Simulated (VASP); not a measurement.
A run of VASP 6.6.1 is set up as follows.

File INCAR:

```
SYSTEM = Pt
  PREC = Accurate
  ENCUT = 520
  EDIFF = 1E-6
  ISMEAR = -1
  SIGMA = 0.03
  LREAL = .FALSE.
  LASPH = .TRUE.
  NELM = 100
  ALGO = Normal
  ISIF = 2
  LWAVE = .FALSE.
  LCHARG = .TRUE.
  GGA = PE
  LELF = .TRUE.
  LVHAR = .TRUE.
  NBANDS = 11
```

KPOINTS

```
regular mesh
0
G
  18 18 18
  0 0 0
```

POSCAR

```
Pt
1.0
    0.0000000000      1.9708666030      1.9708666030
    1.9708666030      0.0000000000      1.9708666030
    1.9708666030      1.9708666030      0.0000000000
Pt
1
Direct
    0.0000000000      0.0000000000      0.0000000000
```

Potentials or basis: VASP PAW PBE potentials, release 64 (Pt).

Command:

```sh
$ cat potpaw_PBE.64/Pt/POTCAR > POTCAR
$ mpirun -np 1 vasp_std > vasp.out
```

(1) What does it give for the pressure?

(2) Predict the band gap on the k mesh.

## Answers

(1) 5.1 GPa.

(2) zero (band 5 reaches 11.45 eV, above the bottom of band 6 at 9.28 eV).

Caveat: spin-orbit coupling is left out, which moves the levels of the heavy elements.
